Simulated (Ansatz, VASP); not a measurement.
NaCl in VASP and in Ansatz

```
Na Cl
1.0
     3.36210    0.00000    0.00000
     0.00000    3.36210    0.00000
     0.00000    0.00000    3.22201
Na Cl
1 1
Direct
  0.00000 0.00000 0.00000
  0.50000 0.50000 0.50000
```

Change from the starting cell: strain -0.040 along x and y, -0.080 along z, atoms carried along.

Alike in both runs: task single point; functional PBEsol; k mesh 6 × 6 × 6; occupations gaussian, width 0.05 eV; no spin polarisation.

|  | VASP | Ansatz |
| --- | --- | --- |
| version | VASP 6.6.1 | Ansatz 0.2.0 |
| potentials or method | VASP PAW PBE potentials, release 64 (Na_pv, Cl), cutoff 520 eV | scalar-relativistic, plane waves, PAW |
| valence electrons in the cell | 14 | 16 |

|  | VASP | Ansatz | Ansatz less VASP |
| --- | --- | --- | --- |
| gap on the k mesh at the Fermi level (eV) | 4.18 | 4.18 | +0.003 |
| least direct gap on the mesh (eV) | 4.75 | 4.75 | +0.003 |
| pressure (GPa) | 4.5 | 4.5 | -0.03 |
| traceless stress, the component that is largest in VASP (GPa) | 2.94 | 2.94 | +0.002 |

VASP's potentials were made for PBE, not for PBEsol. The functional is the same, so the differences come from potentials, cutoffs and numerics. VASP's potentials hold 14 valence electrons a cell and Ansatz's 16, so a difference there can come from the potentials and not from the codes.
